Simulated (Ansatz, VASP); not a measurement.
## InWS4: VASP beside Ansatz

```xyz
6
Lattice="4.3899 0.0000 0.0000 -2.1950 3.8018 0.0000 0.0000 0.0000 8.0167" Properties=species:S:1:pos:R:3 pbc="T T T"
In    0.0000    0.0000    3.3200
W     0.0000    0.0000    6.0997
S     0.0000    2.5345    6.1266
S     2.1950    1.2673    6.1266
S     0.0000    2.5345    2.0717
S     2.1950    1.2673    2.0717
```

Alike in both runs: functional PBE; k mesh 6 × 6 × 2; occupations gaussian, width 0.1 eV; no spin polarisation.

Ansatz relaxed the structure, and its values are those at the end. VASP's run is a single point on that final structure, the one shown.

|  | VASP | Ansatz |
| --- | --- | --- |
| version | VASP 6.6.1 | Ansatz 0.2.0 |
| potentials or method | VASP PAW PBE potentials, release 64 (In_d, W_sv, S), cutoff 520 eV | scalar-relativistic, plane waves, PAW |
| valence electrons in the cell | 51 | 51 |

```csv
,VASP,Ansatz,Ansatz less VASP
gap on the k mesh at the Fermi level (eV),none,none,-
pressure (GPa),0.0,0.0,+0.03
```

A gap of «none» marks a metal or a gap that the smearing closes.

The k mesh is coarse, so the values compare programs but aren't converged. Spin-orbit coupling is off throughout.
